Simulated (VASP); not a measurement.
# Ta3Cu (I4/mmm) in VASP: settings compared

The runs below take Ta3Cu through single point, relaxation of the atoms, with LDA, PBE, r2SCAN, PBEsol.

Everything below comes from runs of VASP 6.6.1. Logs are shortened: lines on timing, memory, paths and dates and some standing lists are left out, and cuts for length are marked.

**1. The cell of the first run**

The structure is tetragonal, space group I4/mmm (No. 139). The conventional cell has a = 4.092 Å, b = 4.092 Å, c = 8.581 Å, α = 90.00°, β = 90.00°, γ = 90.00°. Ta (site symmetry 4/mmm) has 4 Cu at 2.89 Å and 8 Ta at 2.96 Å within 3.8 Å. Ta (site symmetry -4m2) has 8 Ta at 2.89 to 2.96 Å and 4 Cu at 2.96 Å within 3.8 Å. Within 3.8 Å of Cu (site symmetry 4/mmm) lie 12 Ta at 2.89 to 2.96 Å.

**2. Single point, LDA**

The input, INCAR:

```
PREC = Accurate ; ENCUT = 520
EDIFF = 1E-6 ; ISMEAR = -1
SIGMA = 0.05 ; LREAL = False
LASPH = True ; NELM = 100
ALGO = Fast ; ISIF = 2
LWAVE = False ; LCHARG = False
NBANDS = 30
```

The input, KPOINTS:

```
regular mesh
0
Gamma
  9 9 9
```

The input, POSCAR:

```
Ta3Cu
1.0
   -2.0458602655      2.0458602655      4.2907040909
    2.0458602655     -2.0458602655      4.2907040909
    2.0458602655      2.0458602655     -4.2907040909
Ta Cu
3 1
Direct
    0.5000000000      0.5000000000      0.0000000000
    0.2500000000      0.7500000000      0.5000000000
    0.7500000000      0.2500000000      0.5000000000
    0.0000000000      0.0000000000      0.0000000000
```

Potentials or basis: VASP PAW LDA potentials, release 64 (Ta_pv, Cu).

On the command line:

```
cat potpaw_LDA.64/Ta_pv/POTCAR potpaw_LDA.64/Cu/POTCAR > POTCAR
mpirun -np 1 vasp_std > vasp.out
```

OUTCAR:

```text
PREC = Accurate
   ENCUT = 520
   EDIFF = 1E-6
   ISMEAR = -1
   LREAL = False
   LASPH = True
   NELM = 100
   ISIF = 2

 ion  position               nearest neighbor table
   1  0.500  0.500  0.000-   4 2.89   4 2.89   4 2.89   4 2.89   3 2.96   2 2.96   3 2.96   3 2.96
                             2 2.96   2 2.96   3 2.96   2 2.96
   2  0.250  0.750  0.500-   3 2.89   3 2.89   3 2.89   3 2.89   4 2.96   1 2.96   4 2.96   1 2.96
                             4 2.96   4 2.96   1 2.96   1 2.96
   3  0.750  0.250  0.500-   2 2.89   2 2.89   2 2.89   2 2.89   4 2.96   1 2.96   4 2.96   4 2.96
                             1 2.96   1 2.96   4 2.96   1 2.96
   4  0.000  0.000  0.000-   1 2.89   1 2.89   1 2.89   1 2.89   3 2.96   2 2.96   3 2.96   2 2.96
                             3 2.96   3 2.96   2 2.96   2 2.96

  LATTYP: Found a body centered tetragonal cell.
 ALAT       =     4.0917205310
 C/A-ratio  =     2.0972615595

  Lattice vectors:

 A1 = (  -2.0458602655,   2.0458602655,   4.2907040909)
 A2 = (   2.0458602655,  -2.0458602655,   4.2907040909)
 A3 = (   2.0458602655,   2.0458602655,  -4.2907040909)

Analysis of symmetry for initial positions (statically):
=====================================================================
 Subroutine PRICEL returns:
 Original cell was already a primitive cell.

 Routine SETGRP: Setting up the symmetry group for a
 body centered tetragonal supercell.

 Subroutine GETGRP returns: Found 16 space group operations
 (whereof 16 operations were pure point group operations)
 out of a pool of 16 trial point group operations.

The static configuration has the point symmetry D_4h.

Analysis of symmetry for dynamics (positions and initial velocities):
=====================================================================
 Subroutine PRICEL returns:
 Original cell was already a primitive cell.

 Routine SETGRP: Setting up the symmetry group for a
 body centered tetragonal supercell.

 Subroutine GETGRP returns: Found 16 space group operations
 (whereof 16 operations were pure point group operations)
 out of a pool of 16 trial point group operations.

The dynamic configuration has the point symmetry D_4h.

 Subroutine INISYM returns: Found 16 space group operations
 (whereof 16 operations are pure point group operations),
 and found     1 'primitive' translations

----------------------------------------------------------------------------------------

                                     Primitive cell

  volume of cell :      71.8357

  direct lattice vectors                    reciprocal lattice vectors
    -2.045860265  2.045860265  4.290704091     0.000000000  0.244395968  0.116530991
     2.045860265 -2.045860265  4.290704091     0.244395968  0.000000000  0.116530991
     2.045860265  2.045860265 -4.290704091     0.244395968  0.244395968  0.000000000

  length of vectors
     5.175058458  5.175058458  5.175058458     0.270756091  0.270756091  0.345628093

  position of ions in fractional coordinates (direct lattice)
     0.500000000  0.500000000  0.000000000
     0.250000000  0.750000000  0.500000000
     0.750000000  0.250000000  0.500000000
     0.000000000  0.000000000  0.000000000

  ion indices of the primitive-cell ions
   primitive index   ion index
                 1           1
                 2           2
                 3           3
                 4           4

----------------------------------------------------------------------------------------

 KPOINTS: regular mesh

Automatic generation of k-mesh.
 Grid dimensions read from file:
 generate k-points for:    9    9    9

 Generating k-lattice:

  Cartesian coordinates                     Fractional coordinates (reciprocal lattice)
     0.000000000  0.027155108  0.012947888     0.111111111  0.000000000  0.000000000
     0.027155108  0.000000000  0.012947888     0.000000000  0.111111111  0.000000000
     0.027155108  0.027155108  0.000000000     0.000000000  0.000000000  0.111111111

  Length of vectors
     0.030084010  0.030084010  0.038403121

  Shift w.r.t. Gamma in fractional coordinates (k-lattice)
     0.000000000  0.000000000  0.000000000

 Subroutine IBZKPT returns following result:
 ===========================================

 Found     75 irreducible k-points:

 Following reciprocal coordinates:
            Coordinates               Weight
  0.000000  0.000000  0.000000      1.000000
  0.111111  0.000000  0.000000      8.000000
  0.222222 -0.000000  0.000000      8.000000
  0.333333  0.000000 -0.000000      8.000000
  0.444444 -0.000000  0.000000      8.000000
  0.111111  0.111111  0.000000      8.000000
[... 16 lines left out ...]
 -0.333333  0.333333  0.000000      4.000000
  0.444444  0.444444  0.000000      8.000000
 [... further k-points ...]
   k-points           NKPTS =     75   k-points in BZ     NKDIM =     75   number of bands    NBANDS=     30
   number of dos      NEDOS =    301   number of ions     NIONS =      4
   total plane-waves  NPLWV =  64000
   dimension x,y,z NGX =    40 NGY =   40 NGZ =   40
   dimension x,y,z NGXF=    80 NGYF=   80 NGZF=   80
   ions per type =               3   1
   NGX,Y,Z   is equivalent  to a cutoff of  12.85, 12.85, 12.85 a.u.
   NGXF,Y,Z  is equivalent  to a cutoff of  25.70, 25.70, 25.70 a.u.
 SYSTEM =  unknown system
   PREC   = accura    normal or accurate (medium, high low for compatibility)
   ISTART =      0    job   : 0-new  1-cont  2-samecut
   ICHARG =      2    charge: 1-file 2-atom 10-const
   ISPIN  =      1    spin polarized calculation?
   LNONCOLLINEAR =      F non collinear calculations
   LSORBIT =      F    spin-orbit coupling
   LASPH  =      T    aspherical Exc in radial PAW
   ENCUT  =  520.0 eV  38.22 Ry    6.18 a.u.   9.62  9.62  9.62*2*pi/ulx,y,z
   NELM   =    100;   NELMIN=  2; NELMDL= -5     # of ELM steps
   EDIFF  = 0.1E-05   stopping-criterion for ELM
   LREAL  =      F    real-space projection
   EDIFFG = 0.1E-04   stopping-criterion for IOM
   NSW    =      0    number of steps for IOM
   IBRION =     -1    ionic relax: 0-MD 1-quasi-New 2-CG
   NFREE  =      0    steps in history (QN), initial steepest desc. (CG)
   ISIF   =      2    stress and relaxation
   ISYM   =      2    0-nonsym 1-usesym 2-fastsym
   POTIM  = 0.5000    time-step for ionic-motion
   TEBEG  =    0.0;   TEEND  =   0.0 temperature during run
   PSTRESS=    0.0 pullay stress
   NELECT =      44.0000    total number of electrons
   NUPDOWN=      -1.0000    fix difference up-down
   EMIN   =  10.00;   EMAX   =-10.00  energy-range for DOS
   EFERMI =   0.00;   METHOD = LEGACY
   ISMEAR =    -1;   SIGMA  =   0.05  broadening in eV -4-tet -1-fermi 0-gaus
   EFERMI_NEDOS =   21; number of points for ismear=-14 and -15
   IALGO  =     68    algorithm
   IMIX   =      4    mixing-type and parameters
     AMIX     =   0.40;   BMIX     =  1.00
     AMIX_MAG =   1.60;   BMIX_MAG =  1.00
  volume/ion in A,a.u.               =      17.96       121.19
  Fermi-wavevector in a.u.,A,eV,Ry     =   1.390312  2.627308 26.299613  1.932967
  Thomas-Fermi vector in A             =   2.514259
   LORBIT       =      0    0 simple, 1 ext, 2 COOP (PROOUT), +10 PAW based schemes
   GGA     = CA    functional components
   LHFCALC =     F    Hartree Fock is set to
   AEXX    =    0.0000 exact exchange contribution
   IVDW    =     0    specifies the selected vdW correction
   LEPSILON=     F    determine dielectric tensor
   LRPA    =     F    only Hartree local field effects (RPA)
 non-spin polarized calculation
 RMM-DIIS sequential band-by-band and
  energy-cutoff  :      520.00
  volume of cell :       71.84
 maximum number of plane-waves:      1953
   NGX = 19   NGY = 19   NGZ = 19

 number of electron      44.0000003 magnetization

 Free energy of the ion-electron system (eV)
  ---------------------------------------------------
  ext. energy  EPLUGINS =         0.00000000
  ---------------------------------------------------
  free energy    TOTEN  =       -41.97966459 eV

  energy without entropy =      -41.94286914  energy(sigma->0) =      -41.96126687

 E-fermi :   5.3429     XC(G=0): -12.3966

 val. band max:        5.3194781546   @ k =   0.4444   0.3333   0.0000
 cond. band min:       5.3453778348   @ k =   0.3333   0.3333   0.1111
 fundamental gap:      0.0258996802
 Fermi energy:         5.3429428902

 k-point     1 :       0.0000    0.0000    0.0000
  band No.  band energies     occupation
      1     -29.1382      2.00000
      2     -29.0043      2.00000
      3     -29.0043      2.00000
      4     -28.8585      2.00000
      5     -28.8585      2.00000
      6     -28.7210      2.00000
[... 22 lines left out ...]
     29       9.3318      0.00000
     30      10.2924      0.00000

 k-point     2 :       0.1111    0.0000    0.0000
  band No.  band energies     occupation
      1     -29.1328      2.00000
      2     -28.9951      2.00000
      3     -28.9921      2.00000
      4     -28.8779      2.00000
      5     -28.8510      2.00000
      6     -28.6926      2.00000
[... 22 lines left out ...]
     29       9.6938      0.00000
     30       9.9994      0.00000

 k-point     3 :       0.2222   -0.0000    0.0000
  band No.  band energies     occupation
      1     -29.1082      2.00000
      2     -28.9943      2.00000
      3     -28.9732      2.00000
      4     -28.8707      2.00000
      5     -28.8249      2.00000
      6     -28.6465      2.00000
[... 22 lines left out ...]
     29       9.2548      0.00000
     30       9.9687      0.00000

 k-point     4 :       0.3333    0.0000   -0.0000
  band No.  band energies     occupation
      1     -29.0769      2.00000
      2     -28.9971      2.00000
      3     -28.9524      2.00000
      4     -28.8229      2.00000
      5     -28.7745      2.00000
      6     -28.6158      2.00000
[... 616 lines left out ...]
     29       8.7979      0.00000
     30       9.3702      0.00000

 k-point    23 :      -0.3333    0.3333    0.0000
  band No.  band energies     occupation
      1     -29.2127      2.00000
      2     -29.0811      2.00000
      3     -28.9553      2.00000
      4     -28.8700      2.00000
      5     -28.8077      2.00000
      6     -28.5392      2.00000
[... 22 lines left out ...]
     29       8.5666      0.00000
     30       9.9790      0.00000

 k-point    24 :       0.4444    0.4444    0.0000
  band No.  band energies     occupation
      1     -29.2264      2.00000
      2     -29.1375      2.00000
      3     -29.0801      2.00000
      4     -28.8775      2.00000
      5     -28.7568      2.00000
      6     -28.5109      2.00000
[... 22 lines left out ...]
     29       9.0316      0.00000
     30       9.0786      0.00000

 [... further k-points ...]

------------------------ aborting loop because EDIFF is reached ----------------------------------------

  FORCE on cell =-STRESS in cart. coord.  units (eV):
  Direction    XX          YY          ZZ          XY          YZ          ZX
  --------------------------------------------------------------------------------------
  -------------------------------------------------------------------------------------
  Total       -8.4461195     -8.4461195     -8.6091755      0.0000000     -0.0000000     -0.0000000
  in kB     -188.3767565   -188.3767565   -192.0134513      0.0000000     -0.0000000     -0.0000000
  external PRESSURE =    -189.5889881 kB  Pullay stress =       0.0000000 kB

 VOLUME and BASIS-vectors are now :
 -----------------------------------------------------------------------------
  energy-cutoff  :      520.00
  volume of cell :       71.84
      direct lattice vectors                 reciprocal lattice vectors
    -2.045860265  2.045860265  4.290704091     0.000000000  0.244395968  0.116530991
     2.045860265 -2.045860265  4.290704091     0.244395968  0.000000000  0.116530991
     2.045860265  2.045860265 -4.290704091     0.244395968  0.244395968  0.000000000

 POSITION                                       TOTAL-FORCE (eV/Angst)
 -----------------------------------------------------------------------------------
      0.00000      0.00000      4.29070        -0.000000      0.000000      0.000000
      2.04586      0.00000      2.14535        -0.000000     -0.000000     -0.000000
      0.00000      2.04586      2.14535         0.000000     -0.000000     -0.000000
      0.00000      0.00000      0.00000        -0.000000      0.000000      0.000000
 -----------------------------------------------------------------------------------
    total drift:                               -0.000000     -0.000000      0.000000

  FREE ENERGIE OF THE ION-ELECTRON SYSTEM (eV)
  ---------------------------------------------------
  free  energy   TOTEN  =       -41.9796645929 eV

  energy  without entropy=      -41.9428691425  energy(sigma->0) =      -41.96126687
```

Run time: 9.3 min. Hardware: 1 thread of Intel Xeon 8259CL, shared host; peak memory 0.29 GiB.

What came out:

```yaml
Free_energy: -41.9797 eV
Pressure: -19.0 GPa
Band_gap_on_the_k_mesh: zero (bands 22 and 23 overlap by 1.22 eV)
```

Caveat: the cell stands under tension; spin-orbit coupling is left out, which moves the levels of the heavy elements.

**3. Single point, PBE**

The input, INCAR:

```
PREC     = Accurate       # precision mode
ENCUT    = 520            # plane-wave cutoff, eV
EDIFF    = 1E-6           # SCF threshold, eV
ISMEAR   = -1             # smearing method
SIGMA    = 0.05           # smearing width, eV
LREAL    = False          # projectors in reciprocal space
LASPH    = True           # aspherical terms in the spheres
NELM     = 60             # most SCF steps
ALGO     = Fast           # electronic algorithm
ISIF     = 2              # what is computed and relaxed
LWAVE    = False          # write WAVECAR
LCHARG   = True           # write CHGCAR
GGA      = PE             # functional
LELF     = True           # ELF
LVHAR    = True         
NBANDS   = 30             # bands
```

The input, KPOINTS:

```
Automatic mesh
0
Gamma
  9 9 9
```

POSCAR is that of step 2.

Potentials or basis: VASP PAW PBE potentials, release 64 (Ta_pv, Cu).

On the command line:

```
cat potpaw_PBE.64/Ta_pv/POTCAR potpaw_PBE.64/Cu/POTCAR > POTCAR
mpirun -np 1 vasp_std > vasp.out
```

OUTCAR:

```text
PREC = Accurate
   ENCUT = 520
   EDIFF = 1E-6
   ISMEAR = -1
   LREAL = False
   LASPH = True
   NELM = 60
   ISIF = 2
   GGA = PE

 ion  position               nearest neighbor table
   1  0.500  0.500  0.000-   4 2.89   4 2.89   4 2.89   4 2.89   3 2.96   2 2.96   3 2.96   3 2.96
                             2 2.96   2 2.96   3 2.96   2 2.96
   2  0.250  0.750  0.500-   3 2.89   3 2.89   3 2.89   3 2.89   4 2.96   1 2.96   4 2.96   1 2.96
                             4 2.96   4 2.96   1 2.96   1 2.96
   3  0.750  0.250  0.500-   2 2.89   2 2.89   2 2.89   2 2.89   4 2.96   1 2.96   4 2.96   4 2.96
[... 997 lines left out ...]
  --------------------------------------------------------------------------------------
  -------------------------------------------------------------------------------------
  Total       -3.9507031     -3.9507031     -4.0538914      0.0000000      0.0000000     -0.0000000
  in kB      -88.1139127    -88.1139127    -90.4153564      0.0000000      0.0000000     -0.0000000
  external PRESSURE =     -88.8810606 kB  Pullay stress =       0.0000000 kB

 VOLUME and BASIS-vectors are now :
 -----------------------------------------------------------------------------
  energy-cutoff  :      520.00
  volume of cell :       71.84
      direct lattice vectors                 reciprocal lattice vectors
    -2.045860265  2.045860265  4.290704091     0.000000000  0.244395968  0.116530991
     2.045860265 -2.045860265  4.290704091     0.244395968  0.000000000  0.116530991
     2.045860265  2.045860265 -4.290704091     0.244395968  0.244395968  0.000000000

 POSITION                                       TOTAL-FORCE (eV/Angst)
 -----------------------------------------------------------------------------------
      0.00000      0.00000      4.29070         0.000000     -0.000000      0.000000
      2.04586      0.00000      2.14535         0.000000      0.000000      0.000000
      0.00000      2.04586      2.14535        -0.000000     -0.000000     -0.000000
      0.00000      0.00000      0.00000         0.000000     -0.000000      0.000000
 -----------------------------------------------------------------------------------
    total drift:                               -0.000000     -0.000000      0.000000

  FREE ENERGIE OF THE ION-ELECTRON SYSTEM (eV)
  ---------------------------------------------------
  free  energy   TOTEN  =       -38.4130041914 eV

  energy  without entropy=      -38.3781516794  energy(sigma->0) =      -38.39557794
```

OSZICAR:

```text
N       E                     dE             d eps       ncg     rms          rms(c)
DAV:   1     0.404855809239E+03    0.40486E+03   -0.23303E+04  4612   0.175E+03
DAV:   2    -0.183684246858E+02   -0.42322E+03   -0.41165E+03  4698   0.455E+02
DAV:   3    -0.413362734242E+02   -0.22968E+02   -0.21360E+02  5786   0.101E+02
[... 13 lines left out ...]
RMM:  17    -0.384130383955E+02    0.12048E-03   -0.41509E-04  6159   0.883E-02    0.498E-02
RMM:  18    -0.384130443169E+02   -0.59214E-05   -0.85315E-05  5839   0.407E-02    0.514E-02
RMM:  19    -0.384130045290E+02    0.39788E-04   -0.12837E-04  5264   0.871E-02    0.165E-02
RMM:  20    -0.384130070318E+02   -0.25028E-05   -0.32553E-05  5136   0.223E-02    0.155E-02
RMM:  21    -0.384130043832E+02    0.26486E-05   -0.62420E-06  4843   0.196E-02    0.551E-03
RMM:  22    -0.384130041914E+02    0.19180E-06   -0.24809E-06  4205   0.119E-02
   1 F= -.38413004E+02 E0= -.38395578E+02  d E =-.348525E-01
```

stdout:

```text
POSCAR found type information on POSCAR TaCu
 POSCAR found :  2 types and       4 ions
 scaLAPACK will be used
 LDA part: xc-table for (Slater+PW92), standard interpolation
 POSCAR, INCAR and KPOINTS ok, starting setup
 FFT: planning ... GRIDC
 FFT: planning ... GRID_SOFT
 FFT: planning ... GRID
 WAVECAR not read
 entering main loop
```

Wall time 15 min (1 thread of Intel Xeon 8259CL, shared host); peak memory 0.34 GiB.

What came out:

```
Free energy            : -38.4130 eV
Pressure               : -8.9 GPa
Band gap on the k mesh : zero (bands 22 and 23 overlap by 1.20 eV)
```

Caveat: the cell stands under tension; spin-orbit coupling is left out, which moves the levels of the heavy elements.

[end of part 1 of 2]

The gap in the log of VASP goes by the Fermi energy; the results here count the filled bands.